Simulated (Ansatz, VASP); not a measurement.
# Two plane-wave programs on MgSe

File INCAR:

```
SYSTEM = MgSe
  PREC = Accurate
  ENCUT = 600
  EDIFF = 1E-6
  ISMEAR = 0
  SIGMA = 0.1
  LREAL = .FALSE.
  LASPH = .TRUE.
  NELM = 200
  ALGO = Normal
  ISIF = 2
  LWAVE = .FALSE.
  LCHARG = .FALSE.
  ISPIN = 2
  MAGMOM = 0 0
  LORBIT = 11
  GGA = PE
  NBANDS = 15
  GGA_COMPAT = .FALSE.
```

The input KPOINTS:

```
Automatic mesh
0
G
  4 4 4
  0 0 0
```

Contents of POSCAR:

```
MgSe
1.0
    0.0000000000      2.7337235204      2.7337235204
    2.7337235204      0.0000000000      2.7337235204
    2.7337235204      2.7337235204      0.0000000000
Mg Se
1 1
Direct
    0.0000000000      0.0000000000      0.0000000000
    0.5000000000      0.5000000000      0.5000000000
```

Input for Ansatz:

```yaml
crystal:
  lattice:
    - [0.0, 2.7337235204, 2.7337235204]
    - [2.7337235204, 0.0, 2.7337235204]
    - [2.7337235204, 2.7337235204, 0.0]
  atoms:
    - { symbol: Mg, position: [0.0, 0.0, 0.0] }
    - { symbol: Se, position: [0.5, 0.5, 0.5] }
basis:
  ecutwfc: 420
kpoints:
  mp_grid: { grid: [4, 4, 4] }
hamiltonian:
  xc: pbe
scf:
  occupations: { method: gaussian, width: 0.1 }
output:
  forces: true
  stress: true
  eigenvalues: true
magnetization:
  spin_polarized: true
```

Alike in both runs: task single point; functional PBE; k mesh 4 × 4 × 4; occupations gaussian, width 0.1 eV; collinear spin.

|  | VASP | Ansatz |
| --- | --- | --- |
| version | VASP 6.6.1 | Ansatz 0.2.0 |
| potentials or method | VASP PAW PBE potentials, release 64 (Mg, Se), cutoff 600 eV | scalar-relativistic, plane waves, PAW |
| valence electrons in the cell | 8 | 26 |

|  | VASP | Ansatz | Ansatz less VASP |
| --- | --- | --- | --- |
| gap on the k mesh at the Fermi level (eV) | 1.75 | 1.78 | +0.024 |
| least direct gap on the mesh (eV) | 2.52 | 2.53 | +0.011 |
| pressure (GPa) | 1.7 | 1.8 | +0.13 |
| net moment per atom (μB) | 0.00 | 0.00 | 0.000 |

With one functional, cell and mesh, what is left measures potentials, basis and numerics. VASP's potentials hold 8 valence electrons a cell and Ansatz's 26, so a difference there can come from the potentials and not from the codes. Ansatz's warnings: no starting moments.

The k mesh is coarse, so the values compare programs but aren't converged.
